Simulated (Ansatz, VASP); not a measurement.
One calculation of Ti, two programs

File INCAR:

```
SYSTEM = Ti
ALGO     = Fast           ! electronic algorithm
EDIFF    = 1E-6           ! SCF threshold, eV
ENCUT    = 520            ! plane-wave cutoff, eV
GGA      = PS             ! functional
ISIF     = 2              ! what is computed and relaxed
ISMEAR   = 0              ! smearing method
LASPH    = .TRUE.         ! aspherical terms in the spheres
LCHARG   = .TRUE.         ! write CHGCAR
LELF     = .TRUE.         ! ELF
LREAL    = .FALSE.        ! projectors in reciprocal space
LVHAR    = .TRUE.       
LWAVE    = .FALSE.        ! write WAVECAR
NBANDS   = 32             ! bands
NELM     = 100            ! most SCF steps
PREC     = Accurate       ! precision mode
SIGMA    = 0.15           ! smearing width, eV
```

KPOINTS

```
k-points
0
G
  18 18 6
  0 0 0
```

The input POSCAR:

```
Ti
1.0
    2.9001878206      0.0000000000      0.0000000000
   -1.4500939103      2.5116363284      0.0000000000
    0.0000000000      0.0000000000      9.1816218367
Ti
4
Direct
    0.2896809881      0.6666666667      0.1250000000
    0.3769856786      0.6666666667      0.6250000000
    0.6666666667      0.3333333333      0.3750000000
    0.6666666667      0.3333333333      0.8750000000
```

Input for Ansatz:

```yaml
crystal:
  lattice:
    - [2.9001878206, 0.0, 0.0]
    - [-1.4500939103, 2.5116363284, 0.0]
    - [0.0, 0.0, 9.1816218367]
  atoms:
    - { symbol: Ti, position: [0.2896809881, 0.6666666667, 0.125] }
    - { symbol: Ti, position: [0.3769856786, 0.6666666667, 0.625] }
    - { symbol: Ti, position: [0.6666666667, 0.3333333333, 0.375] }
    - { symbol: Ti, position: [0.6666666667, 0.3333333333, 0.875] }
basis:
  ecutwfc: 520.0
kpoints:
  mp_grid: { grid: [18, 18, 6] }
hamiltonian:
  xc: pbesol
  pseudopotentials: { kind: paw, azcp: { folder: soft_1 } }
scf:
  occupations: { method: gaussian, width: 0.15 }
output:
  forces: true
  stress: true
  eigenvalues: true
  write_density: true
  write_potential: true
  elf: true
  volumetric_format: npy
```

Change from the starting cell: mode 4 frozen in at -0.127 Å and mode 5 at +0.000 Å (largest displacements).

Alike in both runs: task single point; functional PBEsol; k mesh 18 × 18 × 6; occupations gaussian, width 0.15 eV; no spin polarisation.

```csv
,VASP,Ansatz
version,VASP 6.6.1,Ansatz 0.2.0
potentials or method,"VASP PAW PBE potentials, release 64 (Ti_sv), cutoff 520 eV","scalar-relativistic, plane waves, PAW"
valence electrons in the cell,48,48
```

```tsv
	VASP	Ansatz	Ansatz less VASP
gap on the k mesh at the Fermi level (eV)	none	none	-
pressure (GPa)	-0.4	-0.1	+0.36
traceless stress, the component that is largest in VASP (GPa)	-0.17	-0.16	+0.004
rms of the force components (eV/Å)	0.073	0.073	+0.0002
```

VASP's potentials were made for PBE, not for PBEsol, and Ansatz warns of the same on its side. Atom by atom the forces differ by 0.000 eV/Å (rms over components). A gap of «none» marks a metal or a gap that the smearing closes.
